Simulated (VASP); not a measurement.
# La in VASP: single point with r2SCAN

Aim: the single point of La with r2SCAN.

Everything below comes from runs of VASP 6.6.1. Logs are shortened: lines on timing, memory, paths and dates and some standing lists are left out, and cuts for length are marked.

### Step 1. The cell of the first run

The typed cell holds 2 atoms: a = 3.834 Å, b = 3.834 Å, c = 6.135 Å, α = 90.00°, β = 90.00°, γ = 120.00°.

### Step 2. Single point, r2SCAN

Input file POSCAR:

```
La
1.0
    3.8336570000      0.0000000000      0.0000000000
   -1.9168280000      3.3200450000      0.0000000000
    0.0000000000      0.0000000000      6.1354790000
La
2
Direct
    0.3333000000      0.6667000000      0.2500000000
    0.6666000000      0.3333000000      0.7500000000
```

Input file INCAR.step1:

```
SYSTEM = La
PREC = Accurate
ENCUT = 520
ISMEAR = -1
SIGMA = 0.1
LREAL = .False.
LASPH = .True.
NELM = 60
NBANDS = 18
GGA = PE
ALGO = Normal
EDIFF = 1E-4
LWAVE = .True.
LCHARG = .False.
```

Input file INCAR.step2:

```
SYSTEM = La
PREC = Accurate
ENCUT = 520
EDIFF = 1E-6
ISMEAR = -1
SIGMA = 0.1
LREAL = .False.
LASPH = .True.
NELM = 60
ALGO = Normal
ISIF = 2
LWAVE = .False.
LCHARG = .False.
METAGGA = R2SCAN
LMIXTAU = .True.
NBANDS = 18
ISTART = 1
```

Input file KPOINTS:

```
regular mesh
0
Gamma
  10 10 6
  0 0 0
```

Potentials or basis: VASP PAW PBE potentials, release 64 (La).

Started as:

```
$ cat potpaw_PBE.64/La/POTCAR > POTCAR
$ cp INCAR.step1 INCAR
$ mpirun -np 1 vasp_std > vasp.out
$ cp INCAR.step2 INCAR
$ mpirun -np 1 vasp_std > vasp.out
```

OUTCAR:

```text
SYSTEM = La
   PREC = Accurate
   ENCUT = 520
   EDIFF = 1E-6
   ISMEAR = -1
   LREAL = .False.
   LASPH = .True.
   NELM = 60
   ISIF = 2
   METAGGA = R2SCAN
   ISTART = 1

 ion  position               nearest neighbor table
   1  0.333  0.667  0.250-
   2  0.667  0.333  0.750-

  LATTYP: Found a hexagonal cell.
 ALAT       =     3.8336570000
 C/A-ratio  =     1.6004246076

  Lattice vectors:

 A1 = (   3.8336570000,   0.0000000000,   0.0000000000)
 A2 = (  -1.9168280000,   3.3200450000,   0.0000000000)
 A3 = (   0.0000000000,   0.0000000000,   6.1354790000)

Analysis of symmetry for initial positions (statically):
=====================================================================
 Subroutine PRICEL returns:
 Original cell was already a primitive cell.

 Routine SETGRP: Setting up the symmetry group for a
 hexagonal supercell.

 Subroutine GETGRP returns: Found  8 space group operations
 (whereof  2 operations were pure point group operations)
 out of a pool of 24 trial point group operations.

The static configuration has the point symmetry C_2 .
 The point group associated with its full space group is D_2h.

Analysis of symmetry for dynamics (positions and initial velocities):
=====================================================================
 Subroutine PRICEL returns:
 Original cell was already a primitive cell.

 Routine SETGRP: Setting up the symmetry group for a
 hexagonal supercell.

 Subroutine GETGRP returns: Found  8 space group operations
 (whereof  2 operations were pure point group operations)
 out of a pool of 24 trial point group operations.

The dynamic configuration has the point symmetry C_2 .
 The point group associated with its full space group is D_2h.

 Subroutine INISYM returns: Found  8 space group operations
 (whereof  2 operations are pure point group operations),
 and found     1 'primitive' translations

----------------------------------------------------------------------------------------

                                     Primitive cell

  volume of cell :      78.0918

  direct lattice vectors                    reciprocal lattice vectors
     3.833657000  0.000000000  0.000000000     0.260847541  0.150600329  0.000000000
    -1.916828000  3.320045000  0.000000000     0.000000000  0.301200737  0.000000000
     0.000000000  0.000000000  6.135479000     0.000000000  0.000000000  0.162986460

  length of vectors
     3.833657000  3.833657312  6.135479000     0.301200761  0.301200737  0.162986460

  position of ions in fractional coordinates (direct lattice)
     0.333300000  0.666700000  0.250000000
     0.666600000  0.333300000  0.750000000

  ion indices of the primitive-cell ions
   primitive index   ion index
                 1           1
                 2           2

----------------------------------------------------------------------------------------

 KPOINTS: regular mesh

Automatic generation of k-mesh.
 Grid dimensions read from file:
 generate k-points for:   10   10    6

 Generating k-lattice:

  Cartesian coordinates                     Fractional coordinates (reciprocal lattice)
     0.026084754  0.015060033  0.000000000     0.100000000  0.000000000  0.000000000
     0.000000000  0.030120074  0.000000000     0.000000000  0.100000000  0.000000000
     0.000000000  0.000000000  0.027164410     0.000000000  0.000000000  0.166666667

  Length of vectors
     0.030120076  0.030120074  0.027164410

  Shift w.r.t. Gamma in fractional coordinates (k-lattice)
     0.000000000  0.000000000  0.000000000

 Subroutine IBZKPT returns following result:
 ===========================================

 Found    124 irreducible k-points:

 Following reciprocal coordinates:
            Coordinates               Weight
  0.000000  0.000000  0.000000      1.000000
  0.100000 -0.000000  0.000000      4.000000
  0.000000  0.100000  0.000000      2.000000
  0.200000 -0.000000  0.000000      4.000000
  0.000000  0.200000  0.000000      2.000000
  0.300000  0.000000  0.000000      4.000000
[... 16 lines left out ...]
  0.200000  0.200000  0.000000      4.000000
 -0.400000  0.200000  0.000000      2.000000
 [... further k-points ...]
   k-points           NKPTS =    124   k-points in BZ     NKDIM =    124   number of bands    NBANDS=     18
   number of dos      NEDOS =    301   number of ions     NIONS =      2
   total plane-waves  NPLWV =  43200
   dimension x,y,z NGX =    30 NGY =   30 NGZ =   48
   dimension x,y,z NGXF=    60 NGYF=   60 NGZF=   96
   ions per type =               2
   NGX,Y,Z   is equivalent  to a cutoff of  13.01, 13.01, 13.01 a.u.
   NGXF,Y,Z  is equivalent  to a cutoff of  26.02, 26.02, 26.01 a.u.
 SYSTEM =  La
   PREC   = accura    normal or accurate (medium, high low for compatibility)
   ISTART =      1    job   : 0-new  1-cont  2-samecut
   ICHARG =      0    charge: 1-file 2-atom 10-const
   ISPIN  =      1    spin polarized calculation?
   LNONCOLLINEAR =      F non collinear calculations
   LSORBIT =      F    spin-orbit coupling
   LASPH  =      T    aspherical Exc in radial PAW
   ENCUT  =  520.0 eV  38.22 Ry    6.18 a.u.   7.13  7.13 11.41*2*pi/ulx,y,z
   NELM   =     60;   NELMIN=  2; NELMDL=  0     # of ELM steps
   EDIFF  = 0.1E-05   stopping-criterion for ELM
   LREAL  =      F    real-space projection
[... 7 lines left out ...]
   TEBEG  =    0.0;   TEEND  =   0.0 temperature during run
   PSTRESS=    0.0 pullay stress
   NELECT =      22.0000    total number of electrons
   NUPDOWN=      -1.0000    fix difference up-down
   EMIN   =  10.00;   EMAX   =-10.00  energy-range for DOS
   EFERMI =   0.00;   METHOD = LEGACY
   ISMEAR =    -1;   SIGMA  =   0.10  broadening in eV -4-tet -1-fermi 0-gaus
   EFERMI_NEDOS =   21; number of points for ismear=-14 and -15
   IALGO  =     38    algorithm
   IMIX   =      4    mixing-type and parameters
     AMIX     =   0.40;   BMIX     =  1.00
     AMIX_MAG =   1.60;   BMIX_MAG =  1.00
  volume/ion in A,a.u.               =      39.05       263.49
  Fermi-wavevector in a.u.,A,eV,Ry     =   1.073200  2.028053 15.670610  1.151757
  Thomas-Fermi vector in A             =   2.208992
   LORBIT       =      0    0 simple, 1 ext, 2 COOP (PROOUT), +10 PAW based schemes
   METAGGA = R2SCAN    functional components
   LHFCALC =     F    Hartree Fock is set to
   AEXX    =    0.0000 exact exchange contribution
   IVDW    =     0    specifies the selected vdW correction
   LEPSILON=     F    determine dielectric tensor
   LRPA    =     F    only Hartree local field effects (RPA)
 non-spin polarized calculation
  energy-cutoff  :      520.00
  volume of cell :       78.09
 maximum number of plane-waves:      2124
 NGX is ok and might be reduce to    30
   NGX = 15   NGY = 15   NGZ = 23

 number of electron      22.0000002 magnetization

 Free energy of the ion-electron system (eV)
  ---------------------------------------------------
  ext. energy  EPLUGINS =         0.00000000
  ---------------------------------------------------
  free energy    TOTEN  =       -59.48344950 eV

  energy without entropy =      -59.36061793  energy(sigma->0) =      -59.42203372

 E-fermi :   7.4891     XC(G=0):  -9.9928

 val. band max:        7.4867284058   @ k =   0.2000   0.1000   0.0000
 cond. band min:       7.4926011034   @ k =   0.4000   0.2000   0.5000
 fundamental gap:      0.0058726976
 Fermi energy:         7.4891214814

 k-point     1 :       0.0000    0.0000    0.0000
  band No.  band energies     occupation
      1     -26.6405      2.00000
      2     -26.4527      2.00000
      3     -10.5058      2.00000
      4      -9.4252      2.00000
      5      -9.4251      2.00000
      6      -9.2543      2.00000
[... 10 lines left out ...]
     17       9.3475      0.00000
     18       9.3565      0.00000

 k-point     2 :       0.1000   -0.0000    0.0000
  band No.  band energies     occupation
      1     -26.6265      2.00000
      2     -26.4466      2.00000
      3     -10.4673      2.00000
      4      -9.5182      2.00000
      5      -9.4548      2.00000
      6      -9.3497      2.00000
[... 10 lines left out ...]
     17       9.3652      0.00000
     18       9.3944      0.00000

 k-point     3 :       0.0000    0.1000    0.0000
  band No.  band energies     occupation
      1     -26.6265      2.00000
      2     -26.4466      2.00000
      3     -10.4673      2.00000
      4      -9.5183      2.00000
      5      -9.4547      2.00000
      6      -9.3496      2.00000
[... 10 lines left out ...]
     17       9.3651      0.00000
     18       9.3943      0.00000

 k-point     4 :       0.2000   -0.0000    0.0000
  band No.  band energies     occupation
      1     -26.5887      2.00000
      2     -26.4317      2.00000
      3     -10.3586      2.00000
      4      -9.7584      2.00000
      5      -9.5854      2.00000
      6      -9.5277      2.00000
[... 10 lines left out ...]
     17       9.4770      0.00000
     18       9.4833      0.00000

 k-point     5 :       0.0000    0.2000    0.0000
  band No.  band energies     occupation
      1     -26.5887      2.00000
      2     -26.4317      2.00000
      3     -10.3586      2.00000
      4      -9.7585      2.00000
      5      -9.5854      2.00000
      6      -9.5276      2.00000
[... 10 lines left out ...]
     17       9.4769      0.00000
     18       9.4832      0.00000

 k-point     6 :       0.3000    0.0000    0.0000
  band No.  band energies     occupation
      1     -26.5383      2.00000
      2     -26.4161      2.00000
      3     -10.2009      2.00000
      4     -10.0473      2.00000
      5      -9.8542      2.00000
      6      -9.6116      2.00000
[... 307 lines left out ...]
 k-point    21 :      -0.1000    0.5000    0.0000
  band No.  band energies     occupation
      1     -26.4709      2.00000
      2     -26.4090      2.00000
      3     -10.3114      2.00000
      4     -10.0952      2.00000
      5      -9.9494      2.00000
      6      -9.7437      2.00000
[... 10 lines left out ...]
     17       9.5498      0.00000
     18       9.5733      0.00000

 k-point    22 :       0.5000    0.4000    0.0000
  band No.  band energies     occupation
      1     -26.4709      2.00000
      2     -26.4089      2.00000
      3     -10.3114      2.00000
      4     -10.0951      2.00000
      5      -9.9496      2.00000
      6      -9.7437      2.00000
[... 10 lines left out ...]
     17       9.5494      0.00000
     18       9.5753      0.00000

 k-point    23 :       0.2000    0.2000    0.0000
  band No.  band energies     occupation
      1     -26.5128      2.00000
      2     -26.4108      2.00000
      3     -10.1143      2.00000
      4     -10.0371      2.00000
      5     -10.0060      2.00000
      6      -9.6600      2.00000
[... 10 lines left out ...]
     17       9.6004      0.00000
     18       9.6369      0.00000

 k-point    24 :      -0.4000    0.2000    0.0000
  band No.  band energies     occupation
      1     -26.5128      2.00000
      2     -26.4108      2.00000
      3     -10.1144      2.00000
      4     -10.0372      2.00000
      5     -10.0059      2.00000
      6      -9.6600      2.00000
[... 10 lines left out ...]
     17       9.6014      0.00000
     18       9.6365      0.00000

 [... further k-points ...]

------------------------ aborting loop because EDIFF is reached ----------------------------------------

  FORCE on cell =-STRESS in cart. coord.  units (eV):
  Direction    XX          YY          ZZ          XY          YZ          ZX
  --------------------------------------------------------------------------------------
  -------------------------------------------------------------------------------------
  Total       -0.2027867     -0.2025056     -0.3980613     -0.0000000      0.0000000      0.0000000
  in kB       -4.1604890     -4.1547214     -8.1668558     -0.0000006      0.0000000      0.0000000
  external PRESSURE =      -5.4940221 kB  Pullay stress =       0.0000000 kB

 VOLUME and BASIS-vectors are now :
 -----------------------------------------------------------------------------
  energy-cutoff  :      520.00
  volume of cell :       78.09
      direct lattice vectors                 reciprocal lattice vectors
     3.833657000  0.000000000  0.000000000     0.260847541  0.150600329  0.000000000
    -1.916828000  3.320045000  0.000000000     0.000000000  0.301200737  0.000000000
     0.000000000  0.000000000  6.135479000     0.000000000  0.000000000  0.162986460

 POSITION                                       TOTAL-FORCE (eV/Angst)
 -----------------------------------------------------------------------------------
     -0.00019      2.21347      1.53387        -0.000000     -0.000070     -0.000000
      1.91664      1.10657      4.60161         0.000000      0.000070      0.000000
 -----------------------------------------------------------------------------------
    total drift:                               -0.000000      0.000000      0.000000

  FREE ENERGIE OF THE ION-ELECTRON SYSTEM (eV)
  ---------------------------------------------------
  free  energy   TOTEN  =       -59.4834494978 eV

  energy  without entropy=      -59.3606179329  energy(sigma->0) =      -59.42203372
```

Wall time 9.8 min (1 thread of Intel Xeon Platinum 8488C (Sapphire Rapids), shared host); peak memory 0.34 GiB.

Results:

* Free energy: -59.4834 eV
* Pressure: -0.5 GPa
* Band gap on the k mesh: zero (bands 11 and 12 overlap by 1.69 eV)

Caveat: the PAW data sets were made with another functional, which shifts forces and pressure a little; spin-orbit coupling is left out, which moves the levels of the heavy elements.
